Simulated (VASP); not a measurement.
Write the native input for VASP 6.6.1 that does the following.

| Property | Result |
| --- | --- |
| Task | single point |
| Functional | LDA |
| Potentials or basis | VASP PAW LDA potentials, release 64 (B, As) |
| Cutoff | 520 eV |
| k mesh | 15 × 15 × 15 |
| Occupations | fermi-dirac, width 0.05 eV |
| Spin | no spin polarisation |
| Dipole correction | no |
| Further INCAR settings | ALGO = Normal; EDIFF = 1e-07; NBANDS = 11 |

The structure of BAs (zincblende type) lies in POSCAR:

```
BAs
1.0
    0.0000000000      2.0391998371      2.0391998371
    2.0391998371      0.0000000000      2.0391998371
    2.0391998371      2.0391998371      0.0000000000
B As
1 1
Direct
    0.0000000000      0.0000000000      0.0000000000
    0.2500000000      0.2500000000      0.2500000000
```

This cell differs from its parent crystal: volume scaled by 0.64.

The input as run:

INCAR

```
  PREC = Accurate
  ENCUT = 520
  EDIFF = 1E-7
  ISMEAR = -1
  SIGMA = 0.05
  LREAL = False
  LASPH = True
  NELM = 100
  ALGO = Normal
  ISIF = 2
  LWAVE = False
  LCHARG = False
  GGA = CA
  NBANDS = 11
```

KPOINTS

```
regular mesh
0
Gamma
  15 15 15
```

Potentials or basis: VASP PAW LDA potentials, release 64 (B, As).

Command:

```console
$ cat potpaw_LDA.64/B/POTCAR potpaw_LDA.64/As/POTCAR > POTCAR
$ mpirun -np 1 vasp_std > vasp.out
```

Results of the run:

| Item | Value |
| --- | --- |
| Pressure | 163.5 GPa |
| Band gap on the k mesh | 0.70 eV, indirect (least direct gap 4.13 eV) |

Run time: 8.1 s on 1 thread of Intel(R) Xeon(R) 6975P-C (Granite Rapids), on a shared host, peak memory 0.14 GiB.
